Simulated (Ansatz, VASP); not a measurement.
**Cd in VASP and in Ansatz**

```
Cd
1.0
     2.85668    0.00000    0.00000
     0.00000    2.85668    0.00000
     0.00000    0.00000    2.85668
Cd
1
Direct
  0.00000 0.00000 0.00000
```

Alike in both runs: task relaxation of cell and atoms; functional r2SCAN; k mesh 11 × 11 × 11; occupations fermi-dirac, width 0.1 eV; no spin polarisation.

|  | VASP | Ansatz |
| --- | --- | --- |
| version | VASP 6.6.1 | Ansatz 0.2.0 |
| potentials or method | VASP PAW PBE potentials, release 64 (Cd), cutoff 550 eV | plane waves (500 eV) with PAW, scalar-relativistic |
| valence electrons in the cell | 12 | 20 |

```tsv
	VASP	Ansatz	Ansatz less VASP
relaxed volume (Å³/atom)	25.62	25.43	-0.195
relaxed cell length with the largest relative difference (Å)	2.948	2.941	-0.0075
```

VASP's potentials were made for PBE, not for r2SCAN. VASP's potentials hold 12 valence electrons a cell and Ansatz's 20, so a difference there can come from the potentials and not from the codes.
